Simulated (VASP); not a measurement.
# CaB6 (P1) in VASP: single point with PBE

Aim: the single point of CaB6 with PBE.

All numbers are computed with VASP 6.6.1; they aren't measurements. Logs are shortened: lines on timing, memory, paths and dates and some standing lists are left out, and cuts for length are marked.

## (1) The cell of the first run

The typed cell holds 7 atoms: a = 4.280 Å, b = 4.549 Å, c = 4.823 Å, α = 103.02°, β = 85.40°, γ = 100.48°.

The cell was generated, and may not be a known phase.

## (2) Single point, PBE

INCAR

```
ALGO     = Normal         # electronic algorithm
EDIFF    = 1E-7           # SCF threshold, eV
ENCUT    = 520            # plane-wave cutoff, eV
GGA      = PE             # functional
ISIF     = 2              # what is computed and relaxed
ISMEAR   = 0              # smearing method
LASPH    = True           # aspherical terms in the spheres
LCHARG   = False          # write CHGCAR
LREAL    = False          # projectors in reciprocal space
LWAVE    = False          # write WAVECAR
NBANDS   = 23             # bands
NELM     = 80             # most SCF steps
PREC     = Accurate       # precision mode
SIGMA    = 0.1            # smearing width, eV
```

KPOINTS

```
k-points
0
Gamma
  6 4 4
```

POSCAR

```
CaB6
1.0
    4.1546607498     -1.0231531387      0.0893600617
    0.2689510162      4.5387203144     -0.1554986357
    0.0677813862     -0.9306947932      4.7317510877
Ca B
1 6
Direct
    0.5157115068      0.3656181312      0.1225582241
    0.8995385910      0.9713802611      0.9029317010
    0.8995809068     -0.0160403678      0.2392179832
    0.1318684003      0.7599067610      0.3416439989
    0.8979871373     -0.0164988889      0.5726083628
    0.1333324942      0.7477318706      0.6719370744
    0.1316589579      0.7471116556      1.0053243171
```

Potentials or basis: VASP PAW PBE potentials, release 64 (Ca_sv, B).

On the command line:

```console
$ cat potpaw_PBE.64/Ca_sv/POTCAR potpaw_PBE.64/B/POTCAR > POTCAR
$ mpirun -np 1 vasp_std > vasp.out
```

OUTCAR:

```text
EDIFF = 1E-7
   ENCUT = 520
   GGA = PE
   ISIF = 2
   ISMEAR = 0
   LASPH = True
   LREAL = False
   NELM = 80
   PREC = Accurate

 ion  position               nearest neighbor table
   1  0.516  0.366  0.123-   4 2.64   2 2.64
   2  0.900  0.971  0.903-   5 1.61   3 1.61   7 1.72   6 1.72   1 2.64
   3  0.900  0.984  0.239-   5 1.61   2 1.61   4 1.72   7 1.76
   4  0.132  0.760  0.342-   6 1.61   7 1.61   3 1.72   5 1.72   1 2.64
   5  0.898  0.984  0.573-   2 1.61   3 1.61   4 1.72   6 1.76
   6  0.133  0.748  0.672-   4 1.61   7 1.61   2 1.72   5 1.76
   7  0.132  0.747  0.005-   6 1.61   4 1.61   2 1.72   3 1.76

  LATTYP: Found a triclinic cell.
 ALAT       =     4.5493402343
 B/A-ratio  =     1.2830950502
 C/A-ratio  =     0.9407349883
 COS(alpha) =     0.0753998053
 COS(beta)  =     0.1818344068
 COS(gamma) =     0.5932759444

  Lattice vectors:

 A1 = (  -0.2689510162,  -4.5387203144,   0.1554986357)
 A2 = (  -0.3367324024,  -3.6080255212,  -4.5762524520)
 A3 = (   4.1546607498,  -1.0231531387,   0.0893600617)

Analysis of symmetry for initial positions (statically):
=====================================================================
 Subroutine PRICEL returns:
 Original cell was already a primitive cell.

 Routine SETGRP: Setting up the symmetry group for a
 triclinic supercell.

 Subroutine GETGRP returns: Found  1 space group operations
 (whereof  1 operations were pure point group operations)
 out of a pool of  2 trial point group operations.

The static configuration has the point symmetry C_1 .

Analysis of symmetry for dynamics (positions and initial velocities):
=====================================================================
 Subroutine PRICEL returns:
 Original cell was already a primitive cell.

 Routine SETGRP: Setting up the symmetry group for a
 triclinic supercell.

 Subroutine GETGRP returns: Found  1 space group operations
 (whereof  1 operations were pure point group operations)
 out of a pool of  2 trial point group operations.

The dynamic configuration has the point symmetry C_1 .

 Subroutine INISYM returns: Found  1 space group operations
 (whereof  1 operations are pure point group operations),
 and found     1 'primitive' translations

----------------------------------------------------------------------------------------

                                     Primitive cell

  volume of cell :      89.8876

  direct lattice vectors                    reciprocal lattice vectors
     4.154660750 -1.023153139  0.089360062     0.237311585 -0.014275038 -0.006207218
     0.268951016  4.538720314 -0.155498636     0.052934310  0.218637050  0.042245756
     0.067781386 -0.930694793  4.731751088    -0.002742106  0.007454615  0.212843790

  length of vectors
     4.279723532  4.549340234  4.822888706     0.237821560  0.228886227  0.212991947

  position of ions in fractional coordinates (direct lattice)
     0.515711507  0.365618131  0.122558224
     0.899538591  0.971380261  0.902931701
     0.899580907  0.983959632  0.239217983
     0.131868400  0.759906761  0.341643999
     0.897987137  0.983501111  0.572608363
     0.133332494  0.747731871  0.671937074
     0.131658958  0.747111656  0.005324317

  ion indices of the primitive-cell ions
   primitive index   ion index
                 1           1
                 2           2
                 3           3
                 4           4
                 5           5
                 6           6
                 7           7

----------------------------------------------------------------------------------------

 KPOINTS: k-points

Automatic generation of k-mesh.
 Grid dimensions read from file:
 generate k-points for:    6    4    4

 Generating k-lattice:

  Cartesian coordinates                     Fractional coordinates (reciprocal lattice)
     0.039551931 -0.002379173 -0.001034536     0.166666667 -0.000000000  0.000000000
     0.013233578  0.054659263  0.010561439     0.000000000  0.250000000  0.000000000
    -0.000685527  0.001863654  0.053210948     0.000000000 -0.000000000  0.250000000

  Length of vectors
     0.039636927  0.057221557  0.053247987

  Shift w.r.t. Gamma in fractional coordinates (k-lattice)
     0.000000000  0.000000000  0.000000000

 Subroutine IBZKPT returns following result:
 ===========================================

 Found     52 irreducible k-points:

 Following reciprocal coordinates:
            Coordinates               Weight
  0.000000  0.000000  0.000000      1.000000
  0.166667  0.000000  0.000000      2.000000
  0.333333  0.000000 -0.000000      2.000000
  0.500000 -0.000000  0.000000      1.000000
  0.000000  0.250000  0.000000      2.000000
  0.166667  0.250000  0.000000      2.000000
[... 16 lines left out ...]
  0.333333  0.250000  0.250000      2.000000
  0.500000  0.250000  0.250000      2.000000
 [... further k-points ...]
   k-points           NKPTS =     52   k-points in BZ     NKDIM =     52   number of bands    NBANDS=     23
   number of dos      NEDOS =    301   number of ions     NIONS =      7
   total plane-waves  NPLWV =  41472
   dimension x,y,z NGX =    32 NGY =   36 NGZ =   36
   dimension x,y,z NGXF=    64 NGYF=   72 NGZF=   72
   ions per type =               1   6
   NGX,Y,Z   is equivalent  to a cutoff of  12.43, 13.16, 12.41 a.u.
   NGXF,Y,Z  is equivalent  to a cutoff of  24.86, 26.31, 24.82 a.u.
 SYSTEM =  unknown system
   PREC   = accura    normal or accurate (medium, high low for compatibility)
   ISTART =      0    job   : 0-new  1-cont  2-samecut
   ICHARG =      2    charge: 1-file 2-atom 10-const
   ISPIN  =      1    spin polarized calculation?
   LNONCOLLINEAR =      F non collinear calculations
   LSORBIT =      F    spin-orbit coupling
   LASPH  =      T    aspherical Exc in radial PAW
   ENCUT  =  520.0 eV  38.22 Ry    6.18 a.u.   7.96  8.46  8.97*2*pi/ulx,y,z
   NELM   =     80;   NELMIN=  2; NELMDL= -5     # of ELM steps
   EDIFF  = 0.1E-06   stopping-criterion for ELM
   LREAL  =      F    real-space projection
   EDIFFG = 0.1E-05   stopping-criterion for IOM
   NSW    =      0    number of steps for IOM
   IBRION =     -1    ionic relax: 0-MD 1-quasi-New 2-CG
   NFREE  =      0    steps in history (QN), initial steepest desc. (CG)
   ISIF   =      2    stress and relaxation
   ISYM   =      2    0-nonsym 1-usesym 2-fastsym
   POTIM  = 0.5000    time-step for ionic-motion
   TEBEG  =    0.0;   TEEND  =   0.0 temperature during run
   PSTRESS=    0.0 pullay stress
   NELECT =      28.0000    total number of electrons
   NUPDOWN=      -1.0000    fix difference up-down
   EMIN   =  10.00;   EMAX   =-10.00  energy-range for DOS
   EFERMI =   0.00;   METHOD = LEGACY
   ISMEAR =     0;   SIGMA  =   0.10  broadening in eV -4-tet -1-fermi 0-gaus
   EFERMI_NEDOS =   21; number of points for ismear=-14 and -15
   IALGO  =     38    algorithm
   IMIX   =      4    mixing-type and parameters
     AMIX     =   0.40;   BMIX     =  1.00
     AMIX_MAG =   1.60;   BMIX_MAG =  1.00
  volume/ion in A,a.u.               =      12.84        86.66
  Fermi-wavevector in a.u.,A,eV,Ry     =   1.109756  2.097135 16.756373  1.231559
  Thomas-Fermi vector in A             =   2.246300
   LORBIT       =      0    0 simple, 1 ext, 2 COOP (PROOUT), +10 PAW based schemes
   GGA     = PE    functional components
   LHFCALC =     F    Hartree Fock is set to
   AEXX    =    0.0000 exact exchange contribution
   IVDW    =     0    specifies the selected vdW correction
   LEPSILON=     F    determine dielectric tensor
   LRPA    =     F    only Hartree local field effects (RPA)
 non-spin polarized calculation
 Gauss-broadening in eV      SIGMA  =   0.10
  energy-cutoff  :      520.00
  volume of cell :       89.89
 maximum number of plane-waves:      2440
   NGX = 15   NGY = 17   NGZ = 17

 number of electron      27.9999999 magnetization

 Free energy of the ion-electron system (eV)
  ---------------------------------------------------
  ext. energy  EPLUGINS =         0.00000000
  ---------------------------------------------------
  free energy    TOTEN  =       -41.31795771 eV

  energy without entropy =      -41.31364831  energy(sigma->0) =      -41.31580301

 E-fermi :   3.5395     XC(G=0):  -9.4501

 val. band max:        3.5325506266   @ k =  -0.1667   0.2500   0.5000
 cond. band min:       3.6081927399   @ k =  -0.1667   0.2500   0.2500
 fundamental gap:      0.0756421132
 Fermi energy:         3.5394830803

 k-point     1 :       0.0000    0.0000    0.0000
  band No.  band energies     occupation
      1     -37.6962      2.00000
      2     -18.7978      2.00000
      3     -18.7307      2.00000
      4     -18.6497      2.00000
      5     -10.6807      2.00000
      6      -6.4098      2.00000
[... 15 lines left out ...]
     22       8.5491      0.00000
     23       8.6763      0.00000

 k-point     2 :       0.1667    0.0000    0.0000
  band No.  band energies     occupation
      1     -37.6958      2.00000
      2     -18.7968      2.00000
      3     -18.7359      2.00000
      4     -18.6566      2.00000
      5     -10.6151      2.00000
      6      -6.3741      2.00000
[... 15 lines left out ...]
     22       8.2756      0.00000
     23       8.9851      0.00000

 k-point     3 :       0.3333    0.0000   -0.0000
  band No.  band energies     occupation
      1     -37.6949      2.00000
      2     -18.7948      2.00000
      3     -18.7499      2.00000
      4     -18.6664      2.00000
      5     -10.4761      2.00000
      6      -6.2938      2.00000
[... 15 lines left out ...]
     22       8.6805      0.00000
     23       8.8695      0.00000
[... 495 lines left out ...]
 k-point    23 :       0.3333    0.2500    0.2500
  band No.  band energies     occupation
      1     -37.6944      2.00000
      2     -18.7979      2.00000
      3     -18.7524      2.00000
      4     -18.6751      2.00000
      5     -10.1266      2.00000
      6      -8.0286      2.00000
[... 15 lines left out ...]
     22       8.8312      0.00000
     23       9.2271      0.00000

 k-point    24 :       0.5000    0.2500    0.2500
  band No.  band energies     occupation
      1     -37.6940      2.00000
      2     -18.7971      2.00000
      3     -18.7546      2.00000
      4     -18.6796      2.00000
      5     -10.0962      2.00000
      6      -8.0148      2.00000
[... 15 lines left out ...]
     22       8.5958      0.00000
     23       8.8471      0.00000

 [... further k-points ...]
[... 5 lines left out ...]
  --------------------------------------------------------------------------------------
  -------------------------------------------------------------------------------------
  Total        0.1025198      0.1179572     -0.0625156     -0.0894025     -0.0507604      0.0079839
  in kB        1.8273359      2.1024953     -1.1142915     -1.5935305     -0.9047649      0.1423062
  external PRESSURE =       0.9385133 kB  Pullay stress =       0.0000000 kB

 VOLUME and BASIS-vectors are now :
 -----------------------------------------------------------------------------
  energy-cutoff  :      520.00
  volume of cell :       89.89
      direct lattice vectors                 reciprocal lattice vectors
     4.154660750 -1.023153139  0.089360062     0.237311585 -0.014275038 -0.006207218
     0.268951016  4.538720314 -0.155498636     0.052934310  0.218637050  0.042245756
     0.067781386 -0.930694793  4.731751088    -0.002742106  0.007454615  0.212843790

 POSITION                                       TOTAL-FORCE (eV/Angst)
 -----------------------------------------------------------------------------------
      2.24925      1.01772      0.56915        -0.001352     -0.000284      0.000132
      4.05973      2.64810      4.20178         0.004883     -0.003423     -0.006482
      4.01830      3.32287      1.05930        -0.002002      0.003356      0.006894
      0.77540      2.99612      1.51019        -0.005229      0.002260      0.004459
      4.03416      3.01213      2.63675        -0.007367      0.014562     -0.000289
      0.80060      2.63196      3.07508         0.007374     -0.015861      0.004250
      0.74830      3.25127     -0.07922         0.003693     -0.000610     -0.008963
 -----------------------------------------------------------------------------------
    total drift:                               -0.000046     -0.000048      0.000058

  FREE ENERGIE OF THE ION-ELECTRON SYSTEM (eV)
  ---------------------------------------------------
  free  energy   TOTEN  =       -41.3179577092 eV

  energy  without entropy=      -41.3136483095  energy(sigma->0) =      -41.31580301
```

Run time: 48 s. Hardware: 1 thread of AMD EPYC 9R45 (Zen 5), shared host; peak memory 0.22 GiB.

Results:

| Property | Result |
| --- | --- |
| Free energy | -41.3180 eV |
| Pressure | 0.1 GPa |
| Largest force | 0.018 eV/Å |
| Band gap on the k mesh | zero (bands 14 and 15 overlap by 1.82 eV) |

Forces on the atoms (eV/Å):
```
Ca  -0.001  0.000  0.000
B    0.005 -0.003 -0.006
B   -0.002  0.003  0.007
B   -0.005  0.002  0.004
B   -0.007  0.015  0.000
B    0.007 -0.016  0.004
B    0.004 -0.001 -0.009
```

Levels at points of the mesh, in eV from the Fermi level:
```csv
k point,band 11,band 12,band 13,band 14,band 15,band 16,band 17,band 18
"(0.00, 0.00, 0.00)",-4.24,-4.08,-2.18,0.41,0.64,1.10,1.52,2.62
"(0.50, 0.00, 0.00)",-4.58,-4.18,-0.34,0.19,0.68,1.26,2.33,2.58
"(0.00, 0.50, 0.00)",-4.28,-4.16,-0.02,0.45,0.55,1.11,2.06,2.81
"(0.50, 0.50, 0.00)",-4.50,-3.68,-0.43,0.45,1.08,2.00,2.19,2.22
"(0.00, 0.00, 0.50)",-3.67,-3.33,-3.06,-3.03,-0.98,0.43,3.26,3.35
"(0.50, 0.00, 0.50)",-4.32,-3.77,-2.80,-2.36,1.97,2.00,3.53,3.62
"(0.00, 0.50, 0.50)",-3.95,-3.47,-2.95,-2.58,1.46,1.59,3.21,3.45
"(0.50, 0.50, 0.50)",-4.44,-4.37,-2.53,-1.88,2.81,3.15,3.51,3.81
```

The gap in the log of VASP goes by the Fermi energy; the results here count the filled bands.